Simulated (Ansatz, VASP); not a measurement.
**BaTiO3 in VASP and in Ansatz**

Contents of POSCAR:

```
BaTiO3
1.0
    3.9634143980      0.0000000000      0.0000000000
    0.0000000000      2.8577462615      2.8742108424
    0.0000000000     -2.8577462615      2.8742108424
Ba Ti O
1 1 3
Direct
    0.0000000000      0.0084123005      0.0084123005
    0.5000000000      0.5239607265      0.5239607265
    0.0000000000      0.4903884208      0.4903884208
    0.5000000000      0.4939726399      0.9801459124
    0.5000000000      0.9801459124      0.4939726399
```

File INCAR.step1:

```
PREC = Accurate ; ENCUT = 1480
ISMEAR = 0 ; SIGMA = 0.01
LREAL = F ; LASPH = T
NELM = 120 ; NBANDS = 28
GGA = PE ; ALGO = Normal
EDIFF = 1E-5 ; LWAVE = T
LCHARG = F ; GGA_COMPAT = F
```

File INCAR.step2:

```
PREC = Accurate ; ENCUT = 1480
EDIFF = 1E-6 ; ISMEAR = 0
SIGMA = 0.01 ; LREAL = F
LASPH = T ; NELM = 120
ALGO = Normal ; ISIF = 2
LWAVE = F ; LCHARG = F
METAGGA = R2SCAN ; LMIXTAU = T
NBANDS = 28 ; ISTART = 1
GGA_COMPAT = F
```

KPOINTS

```
regular mesh
0
Gamma
  4 4 4
```

Input for Ansatz:

```yaml
crystal:
  lattice:
    - [3.963414398, 0.0, 0.0]
    - [0.0, 2.8577462615, 2.8742108424]
    - [0.0, -2.8577462615, 2.8742108424]
  atoms:
    - { symbol: Ba, position: [0.0, 0.0084123005, 0.0084123005] }
    - { symbol: Ti, position: [0.5, 0.5239607265, 0.5239607265] }
    - { symbol: O, position: [0.0, 0.4903884208, 0.4903884208] }
    - { symbol: O, position: [0.5, 0.4939726399, 0.9801459124] }
    - { symbol: O, position: [0.5, 0.9801459124, 0.4939726399] }
kpoints:
  mp_grid: { grid: [4, 4, 4] }
hamiltonian:
  xc: r2scan
scf:
  occupations: { method: fixed }
  n_extra_bands: 5
output:
  forces: true
  stress: true
  eigenvalues: true
```

Alike in both runs: task single point; functional r2SCAN; k mesh 4 × 4 × 4; no spin polarisation.

```csv
,VASP,Ansatz
version,VASP 6.6.1,Ansatz 0.2.0
potentials or method,"VASP PAW PBE potentials, release 64 (Ba_sv, Ti_sv, O_h)","plane waves, PAW"
plane-wave cutoff (eV),1480,500
occupations,"gaussian, width 0.01 eV",fixed
valence electrons in the cell,40,40
```

VASP gave:

```
gap on the k mesh at the Fermi level (eV)                     : 2.65
pressure (GPa)                                                : 1.9
traceless stress, the component that is largest in VASP (GPa) : 0.11
rms of the force components (eV/Å)                            : 0.039
```

Q: Which values does Ansatz return?

A: gap on the k mesh at the Fermi level (eV): 2.66; pressure (GPa): 0.0; traceless stress, the component that is largest in VASP (GPa): 0.04; rms of the force components (eV/Å): 0.014.

VASP's potentials were made for PBE, not for r2SCAN. Atom by atom the forces differ by 0.050 eV/Å (rms over components).

Spin-orbit coupling is off throughout.
